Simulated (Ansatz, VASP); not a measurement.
## CaScMo in VASP and in Ansatz

```
Ca Sc Mo
1.0
     4.15127    0.00000    0.00000
     0.00000    4.15127    0.00000
     0.00000    0.00000    8.52413
Ca Sc Mo
2 2 2
Direct
  0.50000 0.00000 0.34411
  0.00000 0.50000 0.65589
  0.50000 0.00000 0.77810
  0.00000 0.50000 0.22190
  0.00000 0.00000 0.00000
  0.50000 0.50000 0.00000
```

Alike in both runs: functional PBE; k mesh 4 × 4 × 4; occupations gaussian, width 0.1 eV; no spin polarisation.

Ansatz relaxed the structure, and its values are those at the end. VASP's run is a single point on that final structure, the one shown.

```csv
,VASP,Ansatz
version,VASP 6.6.1,Ansatz 0.2.0
potentials or method,"VASP PAW PBE potentials, release 64 (Ca_sv, Sc_sv, Mo_sv), cutoff 520 eV","scalar-relativistic, plane waves, PAW"
valence electrons in the cell,70,70
```

VASP gave:

- gap on the k mesh at the Fermi level (eV): none
- pressure (GPa): 0.3
- rms of the force components (eV/Å): 0.002

Problem. Which values does Ansatz return?

Solution. gap on the k mesh at the Fermi level (eV): none; pressure (GPa): 0.1; rms of the force components (eV/Å): 0.005.

A gap of «none» marks a metal or a gap that the smearing closes.

The k mesh is coarse, so the values compare programs but aren't converged.
